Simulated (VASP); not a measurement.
# Hf2Si3N (R-3m) in VASP: a series of runs

Runs on Hf2Si3N. Level: PBE. Tasks: relaxation of cell and atoms, single point.

All numbers are computed with VASP 6.6.1; they aren't measurements. Logs are shortened: lines on timing, memory, paths and dates and some standing lists are left out, and cuts for length are marked.

### Step 1. The cell of the first run

It takes space group R-3m (No. 166, trigonal). The conventional cell has a = 5.252 Å, b = 5.252 Å, c = 12.466 Å, α = 90.00°, β = 90.00°, γ = 120.00°. Hf (site symmetry 3m) has 9 Si at 3.02 to 3.05 Å and 3 N at 3.08 Å and 4 Hf at 3.09 to 3.22 Å within 4.0 Å. Si (site symmetry 2/m) has 2 N at 2.57 Å and 4 Si at 2.63 Å and 6 Hf at 3.02 to 3.05 Å within 3.4 Å. Within 3.4 Å of N (site symmetry -3m) lie 6 Si at 2.57 Å and 6 Hf at 3.08 Å.

### Step 2. Relaxation of cell and atoms, PBE

INCAR reads:

```
PREC     = Accurate       # precision mode
ENCUT    = 600            # plane-wave cutoff, eV
EDIFF    = 1E-6           # SCF threshold, eV
ISMEAR   = 0              # smearing method
SIGMA    = 0.1            # smearing width, eV
LREAL    = False          # projectors in reciprocal space
LASPH    = True           # aspherical terms in the spheres
NELM     = 60             # most SCF steps
ALGO     = Normal         # electronic algorithm
ISIF     = 3              # what is computed and relaxed
LWAVE    = False          # write WAVECAR
LCHARG   = False          # write CHGCAR
GGA      = PE             # functional
IBRION   = 2              # ionic algorithm
NSW      = 90             # ionic steps
EDIFFG   = -0.04          # ionic threshold
```

KPOINTS reads:

```
regular mesh
0
Gamma
  6 6 6
```

POSCAR reads:

```
Hf2Si3N
1.0
    2.6257887000      1.5159998100      4.1554631700
   -2.6257887000      1.5159998100      4.1554631700
    0.0000000000     -3.0319996300      4.1554631700
Hf Si N
2 3 1
Direct
    0.6237660100      0.6237660100      0.6237660100
    0.3762339900      0.3762339900      0.3762339900
    0.0000000000      0.5000000000      0.0000000000
    0.5000000000      0.0000000000      0.0000000000
    0.0000000000      0.0000000000      0.5000000000
    0.0000000000      0.0000000000      0.0000000000
```

Potentials or basis: VASP PAW PBE potentials, release 64 (Hf_pv, Si, N).

Command:

```bash
cat potpaw_PBE.64/Hf_pv/POTCAR potpaw_PBE.64/Si/POTCAR potpaw_PBE.64/N/POTCAR > POTCAR
mpirun -np 1 vasp_std > vasp.out
```

OUTCAR:

```text
PREC = Accurate
   ENCUT = 600
   EDIFF = 1E-6
   ISMEAR = 0
   LREAL = False
   LASPH = True
   NELM = 60
   ISIF = 3
   GGA = PE
   IBRION = 2
   NSW = 90
   EDIFFG = -0.04

 ion  position               nearest neighbor table
   1  0.624  0.624  0.624-   5 3.02   4 3.02   3 3.02   4 3.05   3 3.05   5 3.05   5 3.05   3 3.05
                             4 3.05   2 3.09   2 3.22   2 3.22   2 3.22
   2  0.376  0.376  0.376-   5 3.02   4 3.02   3 3.02   4 3.05   3 3.05   5 3.05   5 3.05   4 3.05
                             3 3.05   1 3.09   1 3.22   1 3.22   1 3.22
   3  0.000  0.500  0.000-   4 2.63   4 2.63   5 2.63   5 2.63   1 3.02   2 3.02   2 3.05   1 3.05
                             2 3.05   1 3.05
   4  0.500  0.000  0.000-   3 2.63   3 2.63   5 2.63   5 2.63   1 3.02   2 3.02   2 3.05   1 3.05
                             2 3.05   1 3.05
   5  0.000  0.000  0.500-   3 2.63   4 2.63   3 2.63   4 2.63   1 3.02   2 3.02   2 3.05   1 3.05
                             2 3.05   1 3.05
   6  0.000  0.000  0.000-

  LATTYP: Found a trigonal (rhomboedric) cell.
 ALAT       =     5.1440155402
 COS(alpha) =     0.4788712877

  Lattice vectors:

 A1 = (   2.6257887000,   1.5159998100,   4.1554631700)
 A2 = (  -2.6257887000,   1.5159998100,   4.1554631700)
 A3 = (   0.0000000000,  -3.0319996300,   4.1554631700)

Analysis of symmetry for initial positions (statically):
=====================================================================
 Subroutine PRICEL returns:
 Original cell was already a primitive cell.

 Routine SETGRP: Setting up the symmetry group for a
 trigonal (rhombohedral) supercell.

 Subroutine GETGRP returns: Found 12 space group operations
 (whereof 12 operations were pure point group operations)
 out of a pool of 12 trial point group operations.

The static configuration has the point symmetry D_3d.

Analysis of symmetry for dynamics (positions and initial velocities):
=====================================================================
 Subroutine PRICEL returns:
 Original cell was already a primitive cell.

 Routine SETGRP: Setting up the symmetry group for a
 trigonal (rhombohedral) supercell.

 Subroutine GETGRP returns: Found 12 space group operations
 (whereof 12 operations were pure point group operations)
 out of a pool of 12 trial point group operations.

The dynamic configuration has the point symmetry D_3d.

 Subroutine INISYM returns: Found 12 space group operations
 (whereof 12 operations are pure point group operations),
 and found     1 'primitive' translations

----------------------------------------------------------------------------------------

                                     Primitive cell

  volume of cell :      99.2498

  direct lattice vectors                    reciprocal lattice vectors
     2.625788700  1.515999810  4.155463170     0.190418978  0.109938448  0.080215687
    -2.625788700  1.515999810  4.155463170    -0.190418978  0.109938448  0.080215687
     0.000000000 -3.031999630  4.155463170     0.000000000 -0.219876896  0.080215687

  length of vectors
     5.144015540  5.144015540  5.144015544     0.234052144  0.234052144  0.234052143

  position of ions in fractional coordinates (direct lattice)
     0.623766010  0.623766010  0.623766010
     0.376233990  0.376233990  0.376233990
     1.000000000  0.500000000  0.000000000
     0.500000000  1.000000000  0.000000000
     0.000000000  0.000000000  0.500000000
     0.000000000  0.000000000  0.000000000

  ion indices of the primitive-cell ions
   primitive index   ion index
                 1           1
                 2           2
                 3           3
                 4           4
                 5           5
                 6           6

----------------------------------------------------------------------------------------

 KPOINTS: regular mesh

Automatic generation of k-mesh.
 Grid dimensions read from file:
 generate k-points for:    6    6    6

 Generating k-lattice:

  Cartesian coordinates                     Fractional coordinates (reciprocal lattice)
     0.031736496  0.018323075  0.013369281     0.166666667  0.000000000  0.000000000
    -0.031736496  0.018323075  0.013369281     0.000000000  0.166666667  0.000000000
     0.000000000 -0.036646149  0.013369281     0.000000000  0.000000000  0.166666667

  Length of vectors
     0.039008691  0.039008691  0.039008691

  Shift w.r.t. Gamma in fractional coordinates (k-lattice)
     0.000000000  0.000000000  0.000000000

 Subroutine IBZKPT returns following result:
 ===========================================

 Found     32 irreducible k-points:

 Following reciprocal coordinates:
            Coordinates               Weight
  0.000000  0.000000  0.000000      1.000000
  0.166667 -0.000000 -0.000000      6.000000
  0.333333 -0.000000  0.000000      6.000000
  0.500000 -0.000000  0.000000      3.000000
  0.166667  0.166667  0.000000      6.000000
  0.333333  0.166667  0.000000     12.000000
[... 16 lines left out ...]
  0.500000  0.500000  0.166667      6.000000
 -0.333333  0.500000  0.166667     12.000000
 [... further k-points ...]
   k-points           NKPTS =     32   k-points in BZ     NKDIM =     32   number of bands    NBANDS=     22
   number of dos      NEDOS =    301   number of ions     NIONS =      6
   total plane-waves  NPLWV =  74088
   dimension x,y,z NGX =    42 NGY =   42 NGZ =   42
   dimension x,y,z NGXF=    84 NGYF=   84 NGZF=   84
   ions per type =               2   3   1
   NGX,Y,Z   is equivalent  to a cutoff of  13.57, 13.57, 13.57 a.u.
   NGXF,Y,Z  is equivalent  to a cutoff of  27.15, 27.15, 27.15 a.u.
 SYSTEM =  unknown system
   PREC   = accura    normal or accurate (medium, high low for compatibility)
   ISTART =      0    job   : 0-new  1-cont  2-samecut
   ICHARG =      2    charge: 1-file 2-atom 10-const
   ISPIN  =      1    spin polarized calculation?
   LNONCOLLINEAR =      F non collinear calculations
   LSORBIT =      F    spin-orbit coupling
   LASPH  =      T    aspherical Exc in radial PAW
   ENCUT  =  600.0 eV  44.10 Ry    6.64 a.u.  10.27 10.27 10.27*2*pi/ulx,y,z
   NELM   =     60;   NELMIN=  2; NELMDL= -5     # of ELM steps
   EDIFF  = 0.1E-05   stopping-criterion for ELM
   LREAL  =      F    real-space projection
   EDIFFG = -.4E-01   stopping-criterion for IOM
   NSW    =     90    number of steps for IOM
   IBRION =      2    ionic relax: 0-MD 1-quasi-New 2-CG
   NFREE  =      1    steps in history (QN), initial steepest desc. (CG)
   ISIF   =      3    stress and relaxation
   ISYM   =      2    0-nonsym 1-usesym 2-fastsym
   POTIM  = 0.5000    time-step for ionic-motion
   TEBEG  =    0.0;   TEEND  =   0.0 temperature during run
   PSTRESS=    0.0 pullay stress
   NELECT =      37.0000    total number of electrons
   NUPDOWN=      -1.0000    fix difference up-down
   EMIN   =  10.00;   EMAX   =-10.00  energy-range for DOS
   EFERMI =   0.00;   METHOD = LEGACY
   ISMEAR =     0;   SIGMA  =   0.10  broadening in eV -4-tet -1-fermi 0-gaus
   EFERMI_NEDOS =   21; number of points for ismear=-14 and -15
   IALGO  =     38    algorithm
   IMIX   =      4    mixing-type and parameters
     AMIX     =   0.40;   BMIX     =  1.00
     AMIX_MAG =   1.60;   BMIX_MAG =  1.00
  volume/ion in A,a.u.               =      16.54       111.63
  Fermi-wavevector in a.u.,A,eV,Ry     =   1.178236  2.226543 18.888145  1.388240
  Thomas-Fermi vector in A             =   2.314568
   LORBIT       =      0    0 simple, 1 ext, 2 COOP (PROOUT), +10 PAW based schemes
   GGA     = PE    functional components
   LHFCALC =     F    Hartree Fock is set to
   AEXX    =    0.0000 exact exchange contribution
   IVDW    =     0    specifies the selected vdW correction
   LEPSILON=     F    determine dielectric tensor
   LRPA    =     F    only Hartree local field effects (RPA)
 conjugate gradient relaxation of ions
 non-spin polarized calculation
 Gauss-broadening in eV      SIGMA  =   0.10
  energy-cutoff  :      600.00
  volume of cell :       99.25
 maximum number of plane-waves:      3335
 NGX is ok and might be reduce to    42
   NGX = 21   NGY = 21   NGZ = 21

--------------------------------------- Ionic step        1  -------------------------------------------

 number of electron      37.0000000 magnetization

 Free energy of the ion-electron system (eV)
  ---------------------------------------------------
  ext. energy  EPLUGINS =         0.00000000
  ---------------------------------------------------
  free energy    TOTEN  =       -42.11799660 eV

  energy without entropy =      -42.09289331  energy(sigma->0) =      -42.10544496

------------------------ aborting loop because EDIFF is reached ----------------------------------------

  FORCE on cell =-STRESS in cart. coord.  units (eV):
  Direction    XX          YY          ZZ          XY          YZ          ZX
  --------------------------------------------------------------------------------------
  -------------------------------------------------------------------------------------
  Total       -7.4070717     -7.4070717     -9.5820710      0.0000000      0.0000000     -0.0000000
  in kB     -119.5714568   -119.5714569   -154.6822054      0.0000000      0.0000001     -0.0000000
  external PRESSURE =    -131.2750397 kB  Pullay stress =       0.0000000 kB
[... 101 lines left out ...]
  FREE ENERGIE OF THE ION-ELECTRON SYSTEM (eV)
  ---------------------------------------------------
  free  energy   TOTEN  =       -42.6720811152 eV

  energy  without entropy=      -42.6497163774  energy(sigma->0) =      -42.66089875

[... ionic steps 4 to 20 ...]

--------------------------------------- Ionic step       21  -------------------------------------------

 number of electron      37.0000002 magnetization

------------------------ aborting loop because EDIFF is reached ----------------------------------------
[... 75 lines left out ...]
--------------------------------------- Ionic step       23  -------------------------------------------

 number of electron      37.0000002 magnetization

 Free energy of the ion-electron system (eV)
  ---------------------------------------------------
  ext. energy  EPLUGINS =         0.00000000
  ---------------------------------------------------
  free energy    TOTEN  =       -42.75376383 eV

  energy without entropy =      -42.73031478  energy(sigma->0) =      -42.74203931

 E-fermi :   8.2277     XC(G=0): -11.6365

 val. band max:        8.2192252008   @ k =   0.5000   0.3333   0.3333
 cond. band min:       8.2352459155   @ k =   0.3333   0.3333   0.0000
 fundamental gap:      0.0160207147
 Fermi energy:         8.2277060835

 k-point     1 :       0.0000    0.0000    0.0000
  band No.  band energies     occupation
      1     -22.6588      2.00000
      2     -22.6210      2.00000
      3     -22.6210      2.00000
      4     -22.3853      2.00000
      5     -22.3853      2.00000
      6     -22.2406      2.00000
[... 589 lines left out ...]
     21       8.8333      0.00000
     22       9.4709      0.00000

 [... further k-points ...]
[... 5 lines left out ...]
  --------------------------------------------------------------------------------------
  -------------------------------------------------------------------------------------
  Total        0.1112795      0.1112795     -0.0929006     -0.0000000      0.0000000      0.0000000
  in kB        2.0044817      2.0044817     -1.6734229     -0.0000000      0.0000000      0.0000000
  external PRESSURE =       0.7785135 kB  Pullay stress =       0.0000000 kB
[... 21 lines left out ...]
  FREE ENERGIE OF THE ION-ELECTRON SYSTEM (eV)
  ---------------------------------------------------
  free  energy   TOTEN  =       -42.7537638289 eV

  energy  without entropy=      -42.7303147818  energy(sigma->0) =      -42.74203931

 reached required accuracy - stopping structural energy minimisation
```

It took 11 min on 1 thread of AMD EPYC 9R45 (Zen 5), shared host; peak memory 0.31 GiB.

Results:

- Free energy: -42.7538 eV
- Relaxed volume: 14.82 Å³/atom
- Relaxed cell: a = 4.804 Å, b = 4.804 Å, c = 4.804 Å, α = 66.23°, β = 66.23°, γ = 66.23°
- Space group after relaxing (to 0.05 Å): R-3m (No. 166)
- Energy gained by relaxing: 106.0 meV/atom
- Ionic steps: 23
- Pressure after relaxing: 0.1 GPa

Forces on the atoms (eV/Å):
```
Hf   0.000  0.000 -0.002
Hf   0.000  0.000  0.002
Si   0.000  0.000  0.000
Si   0.000  0.000  0.000
Si   0.000  0.000  0.000
N    0.000  0.000  0.000
```

Step by step:
```
step  energy change (eV)  largest force (eV/Å)  pressure (GPa)  volume (Å³)
   1              0.0000                0.1016          -13.13        99.25
   2             -0.3258                0.2825           12.17        81.02
   3             -0.5541                0.2473           -0.01        87.44
   4             -0.5539                0.2492            0.34        87.22
   5             -0.5592                0.1392            0.41        87.21
   6             -0.5648                0.0925            0.71        87.20
   7             -0.5693                0.0961            0.43        87.45
   8             -0.5820                0.1264           -0.38        88.19
   9             -0.5974                0.2061           -1.72        89.64
  10             -0.5636                0.5619           -3.29        92.46
  11             -0.6006                0.2266           -2.00        90.05
  12             -0.6007                0.3340           -2.58        90.93
  13             -0.6020                0.2570           -2.21        90.35
  14             -0.6050                0.2737           -2.15        90.40
  15             -0.6111                0.3360           -1.97        90.54
  16             -0.6057                0.4778           -1.48        90.78
  17             -0.6121                0.3715           -1.88        90.60
  18             -0.6159                0.3589           -1.62        90.39
  19             -0.6247                0.3166           -0.80        89.75
  20             -0.6308                0.2179            0.91        88.47
  21             -0.6309                0.2312            0.69        88.63
  22             -0.6329                0.1747            0.53        88.71
  23             -0.6358                0.0025            0.08        88.95
```

Final structure:
```
CELL_PARAMETERS angstrom
2.62450 1.51525 3.72770
-2.62450 1.51525 3.72770
0.00000 -3.03051 3.72770
ATOMIC_POSITIONS crystal
Hf 0.63040 0.63040 0.63040
Hf 0.36960 0.36960 0.36960
Si 0.00000 0.50000 0.00000
Si 0.50000 0.00000 0.00000
Si 0.00000 0.00000 0.50000
N 0.00000 0.00000 0.00000
```

Caveat: spin-orbit coupling is left out, which moves the levels of the heavy elements.

### Step 3. Single point, PBE

This run uses another cell than the first one, of 14.90 Å³/atom, 0.901 times its volume.

INCAR reads:

```
ALGO = Normal
EDIFF = 1E-6
ENCUT = 520
GGA = PE
ISIF = 2
ISMEAR = 0
LASPH = True
LCHARG = False
LREAL = False
LWAVE = False
NBANDS = 28
NELM = 80
PREC = Accurate
SIGMA = 0.1
```

KPOINTS reads:

```
k-points
0
Gamma
  12 12 12
```

POSCAR reads:

```
Hf2Si3N
1.0
    2.6438684488      1.5264381606      3.6927180316
   -2.6438684488      1.5264381606      3.6927180316
    0.0000000000     -3.0528763213      3.6927180316
Hf Si N
2 3 1
Direct
    0.6304133741      0.6304133741      0.6304133741
    0.3695866259      0.3695866259      0.3695866259
    0.0000000000      0.5000000000      0.0000000000
    0.5000000000      0.0000000000      0.0000000000
    0.0000000000      0.0000000000      0.5000000000
    0.0000000000      0.0000000000      0.0000000000
```

Potentials or basis: VASP PAW PBE potentials, release 64 (Hf_pv, Si, N).

Command:

```bash
cat potpaw_PBE.64/Hf_pv/POTCAR potpaw_PBE.64/Si/POTCAR potpaw_PBE.64/N/POTCAR > POTCAR
mpirun -np 1 vasp_std > vasp.out
```

Wall time 3.3 min (1 thread of AMD EPYC 9R45 (Zen 5), shared host); peak memory 0.48 GiB.

Results (log left out):

```
Free energy   : -42.7868 eV
Pressure      : -0.3 GPa
Largest force : 0.010 eV/Å
```

Forces on the atoms (eV/Å):
```
Hf   0.000  0.000 -0.010
Hf   0.000  0.000  0.010
Si   0.000  0.000  0.000
Si   0.000  0.000  0.000
Si   0.000  0.000  0.000
N    0.000  0.000  0.000
```

Stress tensor (GPa, compression positive):
```
-0.33  0.00  0.00
 0.00 -0.33  0.00
 0.00  0.00 -0.12
```

Levels at points of the mesh, in eV from the Fermi level:
```
           k point  band 16  band 17  band 18  band 19  band 20  band 21  band 22  band 23
(0.00, 0.00, 0.00)    -4.24    -1.17     0.60     1.31     1.31     1.86     1.86     3.50
(0.50, 0.00, 0.00)    -2.04    -1.53    -0.34    -0.12     0.42     1.09     1.80     1.84
(0.50, 0.50, 0.00)    -2.05    -1.61    -0.64    -0.19     0.09     0.17     0.54     1.35
(0.50, 0.50, 0.50)    -2.21    -1.51    -1.51    -1.49    -1.49     2.51     2.51     2.82
```

Caveat: spin-orbit coupling is left out, which moves the levels of the heavy elements.
